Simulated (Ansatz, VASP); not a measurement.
Two plane-wave programs on Si3N4

```
CELL_PARAMETERS angstrom
7.59500 0.00000 0.00000
-3.79750 6.57746 0.00000
0.00000 0.00000 2.93132
ATOMIC_POSITIONS crystal
Si 0.76732 0.17356 0.32564
Si 0.59376 0.76732 0.82564
Si 0.82644 0.59376 0.32564
Si 0.23268 0.82644 0.82564
Si 0.40624 0.23268 0.32564
Si 0.17356 0.40624 0.82564
N 0.02936 0.32975 0.32565
N 0.69961 0.02936 0.82565
N 0.67025 0.69961 0.32565
N 0.97064 0.67025 0.82565
N 0.30039 0.97064 0.32565
N 0.32975 0.30039 0.82565
N 0.33333 0.66667 0.82553
N 0.66667 0.33333 0.32553
```

Change from the starting cell: z stretched by +1 %, ions relaxed.

Alike in both runs: task relaxation of the atoms; functional PBE; k mesh 4 × 4 × 10; occupations fermi-dirac, width 0.02 eV; no spin polarisation.

|  | VASP | Ansatz |
| --- | --- | --- |
| version | VASP 6.6.1 | Ansatz 0.2.0 |
| potentials or method | VASP PAW PBE potentials, release 64 (Si, N) | plane-wave PAW, scalar-relativistic |
| plane-wave cutoff (eV) | 520 | 420 |
| valence electrons in the cell | 64 | 64 |

VASP gave:

| Quantity | Value |
| --- | --- |
| gap on the k mesh at the Fermi level, each at its own relaxed structure (eV) | 4.14 |

Q: Which values does Ansatz return?

A: gap on the k mesh at the Fermi level, each at its own relaxed structure (eV): 4.15.

Ansatz's warnings: stress scf threshold loose.
